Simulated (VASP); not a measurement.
Input of a VASP 6.6.1 run:

Contents of POSCAR:

```
LiCl
1.0
    0.0000000000      2.5647700000      2.5647700000
    2.5647700000      0.0000000000      2.5647700000
    2.5647700000      2.5647700000      0.0000000000
Cl Li
1 1
Direct
    0.5000000000      0.5000000000      0.5000000000
    0.0000000000      0.0000000000      0.0000000000
```

INCAR.step1

```
SYSTEM = LiCl
  PREC = Accurate
  ENCUT = 520
  EDIFF = 1E-5
  ISMEAR = -1
  SIGMA = 0.05
  LREAL = .False.
  LASPH = .True.
  NELM = 60
  ALGO = Normal
  ISIF = 2
  LWAVE = .True.
  LCHARG = .False.
  GGA = PE
  NBANDS = 12
```

INCAR.step2

```
SYSTEM = LiCl
  PREC = Accurate
  ENCUT = 520
  EDIFF = 1E-6
  ISMEAR = -1
  SIGMA = 0.05
  LREAL = .False.
  LASPH = .True.
  NELM = 60
  ALGO = Normal
  ISIF = 2
  LWAVE = .False.
  LCHARG = .False.
  GGA = PE
  LHFCALC = .True.
  AEXX = 0.35
  HFSCREEN = 0.2078699
  PRECFOCK = Normal
  ISTART = 1
  NBANDS = 12
```

Contents of KPOINTS:

```
Automatic mesh
0
Gamma
  5 5 5
  0 0 0
```

Potentials or basis: VASP PAW PBE potentials, release 64 (Cl, Li_sv).

Launch:

```console
$ cat potpaw_PBE.64/Cl/POTCAR potpaw_PBE.64/Li_sv/POTCAR > POTCAR
$ cp INCAR.step1 INCAR
$ mpirun -np 1 vasp_std > vasp.out
$ cp INCAR.step2 INCAR
$ mpirun -np 1 vasp_std > vasp.out
```

**Question.** What does it give for the band gap on the k mesh?

**Answer.** 8.30 eV.

Caveat: the k points lie up to 0.42 Å⁻¹ apart.
